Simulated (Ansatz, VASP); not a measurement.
# GaAs: VASP beside Ansatz

File INCAR:

```
PREC     = Accurate       # precision mode
ENCUT    = 600            # plane-wave cutoff, eV
EDIFF    = 1E-6           # SCF threshold, eV
ISMEAR   = -1             # smearing method
SIGMA    = 0.02           # smearing width, eV
LREAL    = False          # projectors in reciprocal space
LASPH    = True           # aspherical terms in the spheres
NELM     = 120            # most SCF steps
ALGO     = Normal         # electronic algorithm
ISIF     = 2              # what is computed and relaxed
LWAVE    = False          # write WAVECAR
LCHARG   = False          # write CHGCAR
GGA      = PE             # functional
NBANDS   = 21             # bands
GGA_COMPAT= False
```

File KPOINTS:

```
regular mesh
0
Gamma
  8 8 8
```

The input POSCAR:

```
GaAs
1.0
    0.0000000000      2.8330850955      2.9180776483
    2.8330850955      0.0000000000      2.9180776483
    2.8330850955      2.8330850955      0.0000000000
Ga As
1 1
Direct
    0.0000000000      0.0000000000      0.0000000000
    0.2500000000      0.2500000000      0.2500000000
```

Input for Ansatz:

```yaml
crystal:
  lattice:
    - [0.0, 2.8330850955, 2.9180776483]
    - [2.8330850955, 0.0, 2.9180776483]
    - [2.8330850955, 2.8330850955, 0.0]
  atoms:
    - { symbol: Ga, position: [0.0, 0.0, 0.0] }
    - { symbol: As, position: [0.25, 0.25, 0.25] }
kpoints:
  mp_grid: { grid: [8, 8, 8] }
  band_path:
    path:
      - [0.0, 0.0, 0.0]
      - [-0.5, -0.5, 0.0]
      - [-0.375, -0.375, 0.25]
      - [-0.375, 0.0, 0.375]
      - [0.0, 0.0, 0.5]
      - [-0.5, -0.25, 0.25]
    npoints: 1
hamiltonian:
  xc: pbe
scf:
  occupations: { method: fermi_dirac, width: 0.02 }
  n_extra_bands: 4
output:
  forces: true
  stress: true
  eigenvalues: true
```

Change from the starting cell: uniaxial_z strain +3.0%.

Alike in both runs: task single point; functional PBE; k mesh 8 × 8 × 8; occupations fermi-dirac, width 0.02 eV; no spin polarisation.

|  | VASP | Ansatz |
| --- | --- | --- |
| version | VASP 6.6.1 | Ansatz 0.2.0 |
| potentials or method | VASP PAW PBE potentials, release 64 (Ga_d, As_d) | plane waves, PAW |
| plane-wave cutoff (eV) | 600 | 420 |
| valence electrons in the cell | 28 | 28 |

|  | VASP | Ansatz | Ansatz less VASP |
| --- | --- | --- | --- |
| pressure (GPa) | 0.7 | 0.7 | +0.07 |
| traceless stress, the component that is largest in VASP (GPa) | -1.22 | -1.22 | -0.001 |
